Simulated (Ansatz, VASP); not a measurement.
# Au2I3: VASP beside Ansatz

```
Au I
1.0
     4.30247    0.00000    0.00000
    -2.15124    3.72605    0.00000
     0.00000    0.00000   10.36307
Au I
2 3
Direct
  0.33333 0.66667 0.17515
  0.66667 0.33333 0.82485
  0.00000 0.00000 0.00000
  0.33333 0.66667 0.68605
  0.66667 0.33333 0.31395
```

Alike in both runs: functional PBE; k mesh 6 × 6 × 2; occupations gaussian, width 0.1 eV; no spin polarisation.

Ansatz relaxed the structure, and its values are those at the end. VASP's run is a single point on that final structure, the one shown.

|  | VASP | Ansatz |
| --- | --- | --- |
| version | VASP 6.6.1 | Ansatz 0.2.0 |
| potentials or method | VASP PAW PBE potentials, release 64 (Au, I), cutoff 520 eV | scalar-relativistic, plane waves, PAW |
| valence electrons in the cell | 43 | 89 |

|  | VASP | Ansatz | Ansatz less VASP |
| --- | --- | --- | --- |
| gap on the k mesh at the Fermi level (eV) | none | none | - |
| pressure (GPa) | 0.0 | 0.1 | +0.09 |
| rms of the force components (eV/Å) | 0.007 | 0.001 | -0.0064 |

A gap of «none» marks a metal or a gap that the smearing closes. The functional is the same, so the differences come from potentials, cutoffs and numerics. VASP's potentials hold 43 valence electrons a cell and Ansatz's 89, so a difference there can come from the potentials and not from the codes.

Neither program's run includes spin-orbit coupling.
